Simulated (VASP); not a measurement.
# Ti2C5 (P-6m2) in VASP: a series of runs

Runs on Ti2C5. Level: PBE. Tasks: single point, relaxation of cell and atoms.

Everything below comes from runs of VASP 6.6.1. Logs are shortened: lines on timing, memory, paths and dates and some standing lists are left out, and cuts for length are marked.

### Step 1. The cell of the first run

It takes space group P-6m2 (No. 187, hexagonal). Conventional cell: a = 3.273 Å, b = 3.273 Å, c = 9.813 Å, α = 90.00°, β = 90.00°, γ = 120.00°. Ti (site symmetry 3m) has 6 C at 2.08 to 2.91 Å and 1 Ti at 2.83 Å within 3.0 Å. Within 1.8 Å of C (site symmetry 3m) lie 1 C at 1.33 Å. C (site symmetry -6m2) has 2 C at 1.28 Å within 1.7 Å. Within 1.7 Å of C (site symmetry 3m) lie 2 C at 1.28 to 1.33 Å.

The cell was generated, and may not be a known phase.

### Step 2. Single point, PBE

Input file INCAR:

```
PREC = Accurate
ENCUT = 600
EDIFF = 1E-6
ISMEAR = 0
SIGMA = 0.2
LREAL = False
LASPH = True
NELM = 120
ALGO = Normal
ISIF = 2
LWAVE = False
LCHARG = True
GGA = PE
LELF = True
LVHAR = True
NBANDS = 31
GGA_COMPAT = False
```

Input file KPOINTS:

```
regular mesh
0
Gamma
  5 5 2
```

Input file POSCAR:

```
Ti2C5
1.0
    3.2727430811     -0.0000000025      0.0000000000
   -1.6363715383      2.8342786495      0.0000000000
    0.0000000000      0.0000000000      9.8131314909
Ti C
2 5
Direct
    0.6666666667      0.3333333333      0.8556437567
    0.6666666667      0.3333333333      0.1443562433
    0.0000000000      0.0000000000      0.2339848644
    0.0000000000      0.0000000000      0.7660151356
    0.0000000000      0.0000000000      0.5000000000
    0.0000000000      0.0000000000      0.3693710295
    0.0000000000      0.0000000000      0.6306289705
```

Potentials or basis: VASP PAW PBE potentials, release 64 (Ti_sv, C).

On the command line:

```console
> cat potpaw_PBE.64/Ti_sv/POTCAR potpaw_PBE.64/C/POTCAR > POTCAR
> mpirun -np 1 vasp_std > vasp.out
```

OUTCAR:

```text
PREC = Accurate
   ENCUT = 600
   EDIFF = 1E-6
   ISMEAR = 0
   LREAL = False
   LASPH = True
   NELM = 120
   ISIF = 2
   GGA = PE

 ion  position               nearest neighbor table
   1  0.667  0.333  0.856-   4 2.08   4 2.08   4 2.08   2 2.83
   2  0.667  0.333  0.144-   3 2.08   3 2.08   3 2.08   1 2.83
   3  0.000  0.000  0.234-   6 1.33   2 2.08   2 2.08   2 2.08
   4  0.000  0.000  0.766-   7 1.33   1 2.08   1 2.08   1 2.08
   5  0.000  0.000  0.500-   6 1.28   7 1.28
   6  0.000  0.000  0.369-   5 1.28   3 1.33
   7  0.000  0.000  0.631-   5 1.28   4 1.33

  LATTYP: Found a hexagonal cell.
 ALAT       =     3.2727430811
 C/A-ratio  =     2.9984423610

  Lattice vectors:

 A1 = (   3.2727430811,  -0.0000000025,   0.0000000000)
 A2 = (  -1.6363715383,   2.8342786495,   0.0000000000)
 A3 = (   0.0000000000,   0.0000000000,   9.8131314909)

Analysis of symmetry for initial positions (statically):
=====================================================================
 Subroutine PRICEL returns:
 Original cell was already a primitive cell.

 Routine SETGRP: Setting up the symmetry group for a
 hexagonal supercell.

 Subroutine GETGRP returns: Found 12 space group operations
 (whereof 12 operations were pure point group operations)
 out of a pool of 24 trial point group operations.

The static configuration has the point symmetry D_3h.

Analysis of symmetry for dynamics (positions and initial velocities):
=====================================================================
 Subroutine PRICEL returns:
 Original cell was already a primitive cell.

 Routine SETGRP: Setting up the symmetry group for a
 hexagonal supercell.

 Subroutine GETGRP returns: Found 12 space group operations
 (whereof 12 operations were pure point group operations)
 out of a pool of 24 trial point group operations.

The dynamic configuration has the point symmetry D_3h.

 Subroutine INISYM returns: Found 12 space group operations
 (whereof 12 operations are pure point group operations),
 and found     1 'primitive' translations

----------------------------------------------------------------------------------------

                                     Primitive cell

  volume of cell :      91.0253

  direct lattice vectors                    reciprocal lattice vectors
     3.272743081 -0.000000003  0.000000000     0.305554080  0.176411730  0.000000000
    -1.636371538  2.834278649  0.000000000     0.000000000  0.352823460  0.000000000
     0.000000000  0.000000000  9.813131491     0.000000000  0.000000000  0.101904270

  length of vectors
     3.272743081  3.272743081  9.813131491     0.352823460  0.352823460  0.101904270

  position of ions in fractional coordinates (direct lattice)
     0.666666667  0.333333333  0.855643757
     0.666666667  0.333333333  0.144356243
     0.000000000  0.000000000  0.233984864
     0.000000000  0.000000000  0.766015136
     0.000000000  0.000000000  0.500000000
     0.000000000  0.000000000  0.369371030
     0.000000000  0.000000000  0.630628970

  ion indices of the primitive-cell ions
   primitive index   ion index
                 1           1
                 2           2
                 3           3
                 4           4
                 5           5
                 6           6
                 7           7

----------------------------------------------------------------------------------------

 KPOINTS: regular mesh

Automatic generation of k-mesh.
 Grid dimensions read from file:
 generate k-points for:    5    5    2

 Generating k-lattice:

  Cartesian coordinates                     Fractional coordinates (reciprocal lattice)
     0.061110816  0.035282346  0.000000000     0.200000000  0.000000000  0.000000000
     0.000000000  0.070564692  0.000000000     0.000000000  0.200000000  0.000000000
     0.000000000  0.000000000  0.050952135     0.000000000  0.000000000  0.500000000

  Length of vectors
     0.070564692  0.070564692  0.050952135

  Shift w.r.t. Gamma in fractional coordinates (k-lattice)
     0.000000000  0.000000000  0.000000000

 Subroutine IBZKPT returns following result:
 ===========================================

 Found     10 irreducible k-points:

 Following reciprocal coordinates:
            Coordinates               Weight
  0.000000  0.000000  0.000000      1.000000
  0.200000  0.000000  0.000000      6.000000
  0.400000  0.000000  0.000000      6.000000
  0.200000  0.200000  0.000000      6.000000
  0.400000  0.200000  0.000000      6.000000
  0.000000  0.000000  0.500000      1.000000
  0.200000  0.000000  0.500000      6.000000
  0.400000  0.000000  0.500000      6.000000
  0.200000  0.200000  0.500000      6.000000
  0.400000  0.200000  0.500000      6.000000
   k-points           NKPTS =     10   k-points in BZ     NKDIM =     10   number of bands    NBANDS=     31
   number of dos      NEDOS =    301   number of ions     NIONS =      7
   total plane-waves  NPLWV =  62720
   dimension x,y,z NGX =    28 NGY =   28 NGZ =   80
   dimension x,y,z NGXF=    56 NGYF=   56 NGZF=  160
   ions per type =               2   5
   NGX,Y,Z   is equivalent  to a cutoff of  14.22, 14.22, 13.55 a.u.
   NGXF,Y,Z  is equivalent  to a cutoff of  28.45, 28.45, 27.11 a.u.
 SYSTEM =  unknown system
   PREC   = accura    normal or accurate (medium, high low for compatibility)
   ISTART =      0    job   : 0-new  1-cont  2-samecut
   ICHARG =      2    charge: 1-file 2-atom 10-const
   ISPIN  =      1    spin polarized calculation?
   LNONCOLLINEAR =      F non collinear calculations
   LSORBIT =      F    spin-orbit coupling
   LASPH  =      T    aspherical Exc in radial PAW
   ENCUT  =  600.0 eV  44.10 Ry    6.64 a.u.   6.54  6.54 19.60*2*pi/ulx,y,z
   NELM   =    120;   NELMIN=  2; NELMDL= -5     # of ELM steps
   EDIFF  = 0.1E-05   stopping-criterion for ELM
   LREAL  =      F    real-space projection
   EDIFFG = 0.1E-04   stopping-criterion for IOM
   NSW    =      0    number of steps for IOM
   IBRION =     -1    ionic relax: 0-MD 1-quasi-New 2-CG
   NFREE  =      0    steps in history (QN), initial steepest desc. (CG)
   ISIF   =      2    stress and relaxation
   ISYM   =      2    0-nonsym 1-usesym 2-fastsym
   POTIM  = 0.5000    time-step for ionic-motion
   TEBEG  =    0.0;   TEEND  =   0.0 temperature during run
   PSTRESS=    0.0 pullay stress
   NELECT =      44.0000    total number of electrons
   NUPDOWN=      -1.0000    fix difference up-down
   EMIN   =  10.00;   EMAX   =-10.00  energy-range for DOS
   EFERMI =   0.00;   METHOD = LEGACY
   ISMEAR =     0;   SIGMA  =   0.20  broadening in eV -4-tet -1-fermi 0-gaus
   EFERMI_NEDOS =   21; number of points for ismear=-14 and -15
   IALGO  =     38    algorithm
   IMIX   =      4    mixing-type and parameters
     AMIX     =   0.40;   BMIX     =  1.00
     AMIX_MAG =   1.60;   BMIX_MAG =  1.00
  volume/ion in A,a.u.               =      13.00        87.75
  Fermi-wavevector in a.u.,A,eV,Ry     =   1.284808  2.427936 22.459581  1.650733
  Thomas-Fermi vector in A             =   2.416980
   LORBIT       =      0    0 simple, 1 ext, 2 COOP (PROOUT), +10 PAW based schemes
   GGA     = PE    functional components
   LHFCALC =     F    Hartree Fock is set to
   AEXX    =    0.0000 exact exchange contribution
   IVDW    =     0    specifies the selected vdW correction
   LEPSILON=     F    determine dielectric tensor
   LRPA    =     F    only Hartree local field effects (RPA)
 non-spin polarized calculation
 Gauss-broadening in eV      SIGMA  =   0.20
  energy-cutoff  :      600.00
  volume of cell :       91.03
 maximum number of plane-waves:      3112
 NGX is ok and might be reduce to    28
   NGX = 13   NGY = 13   NGZ = 39

 number of electron      44.0000000 magnetization

 Free energy of the ion-electron system (eV)
  ---------------------------------------------------
  ext. energy  EPLUGINS =         0.00000000
  ---------------------------------------------------
  free energy    TOTEN  =       -58.16134337 eV

  energy without entropy =      -58.07647066  energy(sigma->0) =      -58.11890702

 E-fermi :   4.7829     XC(G=0): -10.1871

 val. band max:        4.7570875227   @ k =   0.4000   0.2000   0.0000
 cond. band min:       4.8413100992   @ k =   0.4000   0.2000   0.0000
 fundamental gap:      0.0842225765
 Fermi energy:         4.7828538639

 k-point     1 :       0.0000    0.0000    0.0000
  band No.  band energies     occupation
      1     -52.3951      2.00000
      2     -52.3680      2.00000
      3     -28.8087      2.00000
      4     -28.5907      2.00000
      5     -28.5429      2.00000
      6     -28.5429      2.00000
[... 23 lines left out ...]
     30       8.7238      0.00000
     31       8.7238      0.00000

 k-point     2 :       0.2000    0.0000    0.0000
  band No.  band energies     occupation
      1     -52.3879      2.00000
      2     -52.3610      2.00000
      3     -28.7981      2.00000
      4     -28.6121      2.00000
      5     -28.5974      2.00000
      6     -28.5740      2.00000
[... 23 lines left out ...]
     30       8.6463      0.00000
     31       9.1028      0.00000

 k-point     3 :       0.4000    0.0000    0.0000
  band No.  band energies     occupation
      1     -52.3762      2.00000
      2     -52.3495      2.00000
      3     -28.7805      2.00000
      4     -28.7227      2.00000
      5     -28.6976      2.00000
      6     -28.5853      2.00000
[... 23 lines left out ...]
     30       8.0633      0.00000
     31       8.3076      0.00000

 k-point     4 :       0.2000    0.2000    0.0000
  band No.  band energies     occupation
      1     -52.3785      2.00000
      2     -52.3517      2.00000
      3     -28.7839      2.00000
      4     -28.6841      2.00000
      5     -28.6610      2.00000
      6     -28.5981      2.00000
[... 159 lines left out ...]
     30       7.8300      0.00000
     31       8.6682      0.00000

 k-point     9 :       0.2000    0.2000    0.5000
  band No.  band energies     occupation
      1     -52.3785      2.00000
      2     -52.3517      2.00000
      3     -28.7839      2.00000
      4     -28.6842      2.00000
      5     -28.6610      2.00000
      6     -28.5981      2.00000
[... 23 lines left out ...]
     30       8.2474      0.00000
     31       8.8766      0.00000

 k-point    10 :       0.4000    0.2000    0.5000
  band No.  band energies     occupation
      1     -52.3726      2.00000
      2     -52.3460      2.00000
      3     -28.7746      2.00000
      4     -28.7194      2.00000
      5     -28.6938      2.00000
      6     -28.6316      2.00000
[... 23 lines left out ...]
     30       7.7427      0.00000
     31       8.7035      0.00000

------------------------ aborting loop because EDIFF is reached ----------------------------------------

  FORCE on cell =-STRESS in cart. coord.  units (eV):
  Direction    XX          YY          ZZ          XY          YZ          ZX
  --------------------------------------------------------------------------------------
  -------------------------------------------------------------------------------------
  Total       -0.0593687     -0.0593687     -0.1382085     -0.0000000     -0.0000000      0.0000000
  in kB       -1.0449746     -1.0449746     -2.4326711     -0.0000000     -0.0000000      0.0000000
  external PRESSURE =      -1.5075401 kB  Pullay stress =       0.0000000 kB

 VOLUME and BASIS-vectors are now :
 -----------------------------------------------------------------------------
  energy-cutoff  :      600.00
  volume of cell :       91.03
      direct lattice vectors                 reciprocal lattice vectors
     3.272743081 -0.000000003  0.000000000     0.305554080  0.176411730  0.000000000
    -1.636371538  2.834278649  0.000000000     0.000000000  0.352823460  0.000000000
     0.000000000  0.000000000  9.813131491     0.000000000  0.000000000  0.101904270

 POSITION                                       TOTAL-FORCE (eV/Angst)
 -----------------------------------------------------------------------------------
      1.63637      0.94476      8.39654         0.000000     -0.000000      0.013841
      1.63637      0.94476      1.41659         0.000000      0.000000     -0.013841
      0.00000      0.00000      2.29612        -0.000000      0.000000     -0.001327
      0.00000      0.00000      7.51701        -0.000000     -0.000000      0.001327
      0.00000      0.00000      4.90657        -0.000000      0.000000      0.000000
      0.00000      0.00000      3.62469        -0.000000      0.000000      0.030706
      0.00000      0.00000      6.18845        -0.000000      0.000000     -0.030706
 -----------------------------------------------------------------------------------
    total drift:                               -0.000001      0.000000      0.000000

  FREE ENERGIE OF THE ION-ELECTRON SYSTEM (eV)
  ---------------------------------------------------
  free  energy   TOTEN  =       -58.1613433682 eV

  energy  without entropy=      -58.0764706639  energy(sigma->0) =      -58.11890702
```

Wall time 52 s (1 thread of Intel Xeon Platinum 8259CL at 2.50GHz (Skylake/Cascade Lake), shared host); peak memory 0.24 GiB.

What came out:

* Free energy: -58.1613 eV
* Pressure: -0.2 GPa
* Largest force: 0.031 eV/Å
* Band gap on the k mesh: zero (bands 22 and 23 overlap by 0.90 eV)

Forces in eV/Å, atoms in the order of the input:
```
Ti   0.000  0.000  0.014
Ti   0.000  0.000 -0.014
C    0.000  0.000 -0.001
C    0.000  0.000  0.001
C    0.000  0.000  0.000
C    0.000  0.000  0.031
C    0.000  0.000 -0.031
```

Caveat: the k points lie up to 0.44 Å⁻¹ apart, too coarse for converged energies and pressures of a metal.

### Step 3. Relaxation of cell and atoms, PBE

This run uses another cell than the first one, of 13.66 Å³/atom.

Input file INCAR:

```
SYSTEM = Ti2C5
PREC = Accurate
ENCUT = 600
EDIFF = 1E-7
ISMEAR = 0
SIGMA = 0.2
LREAL = .FALSE.
LASPH = .TRUE.
NELM = 120
ALGO = Normal
ISIF = 3
LWAVE = .FALSE.
LCHARG = .FALSE.
GGA = PE
IBRION = 2
NSW = 36
EDIFFG = -0.08
GGA_COMPAT = .FALSE.
NELMIN = 4
```

Input file KPOINTS:

```
Automatic mesh
0
G
  5 5 2
  0 0 0
```

Input file POSCAR:

```
Ti2C5
1.0
    3.7250247900      0.0000000000      0.0000000000
   -1.8625123900      3.2259661000      0.0000000000
    0.0000000000      0.0000000000      7.9597145900
Ti C
2 5
Direct
    0.6666666700      0.3333333300      0.7794276300
    0.6666666700      0.3333333300      0.2205723700
    0.0000000000      0.0000000000      0.2072138000
    0.0000000000      0.0000000000      0.7927862000
    0.0000000000      0.0000000000      0.5000000000
    0.0000000000      0.0000000000      0.3531289000
    0.0000000000      0.0000000000      0.6468711000
```

Potentials or basis: VASP PAW PBE potentials, release 64 (Ti_sv, C).

On the command line:

```console
> cat potpaw_PBE.64/Ti_sv/POTCAR potpaw_PBE.64/C/POTCAR > POTCAR
> mpirun -np 1 vasp_std > vasp.out
```

Run time: 19 min. Hardware: 1 thread of Intel Xeon Platinum 8259CL at 2.50GHz (Skylake/Cascade Lake), shared host; peak memory 0.24 GiB.

It converged, with:

```yaml
Free_energy: -58.0444 eV
Relaxed_volume: 14.10 Å³/atom
Relaxed_cell: a = 3.476 Å, b = 3.476 Å, c = 9.431 Å, α = 90.00°, β = 90.00°, γ = 120.00°
Space_group_after_relaxing_to_0.1_Å: P-6m2 (No. 187)
Pressure_after_relaxing: 0.4 GPa
Largest_force_after_relaxing: 0.026 eV/Å
Band_gap_on_the_k_mesh: 0.34 eV
```

Forces on the atoms (eV/Å):
```
Ti   0.000  0.000 -0.003
Ti   0.000  0.000  0.003
C    0.000  0.000 -0.026
C    0.000  0.000  0.026
C    0.000  0.000  0.000
C    0.000  0.000 -0.018
C    0.000  0.000  0.018
```

Stress tensor (GPa, compression positive):
```
0.19 0.00 0.00
0.00 0.19 0.00
0.00 0.00 0.76
```

Final structure:
```cif
data_structure
_symmetry_space_group_name_H-M 'P 1'
_symmetry_Int_Tables_number 1
_cell_length_a 3.4760
_cell_length_b 3.4760
_cell_length_c 9.4315
_cell_angle_alpha 90.000
_cell_angle_beta 90.000
_cell_angle_gamma 120.000
_cell_volume 98.69
loop_
_atom_site_label
_atom_site_type_symbol
_atom_site_fract_x
_atom_site_fract_y
_atom_site_fract_z
_atom_site_occupancy
Ti1 Ti 0.66667 0.33333 0.75479 1
Ti2 Ti 0.66667 0.33333 0.24521 1
C1 C 0.00000 0.00000 0.20706 1
C2 C 0.00000 0.00000 0.79294 1
C3 C 0.00000 0.00000 0.50000 1
C4 C 0.00000 0.00000 0.36186 1
C5 C 0.00000 0.00000 0.63814 1
```

Levels at points of the mesh, in eV from the valence-band top:
```
           k point  band 20  band 21  band 22  band 23  band 24  band 25
(0.00, 0.00, 0.00)    -2.18     0.00     0.00     0.34     1.13     1.32
(0.00, 0.00, 0.50)    -2.17    -0.02    -0.02     0.64     0.81     1.34
```

Caveat: a cell axis changed by over 15 % at a fixed basis, so the end point is rough.

(Part 1 of 2 ends here.)

The gap in the log of VASP goes by the Fermi energy; the results here count the filled bands.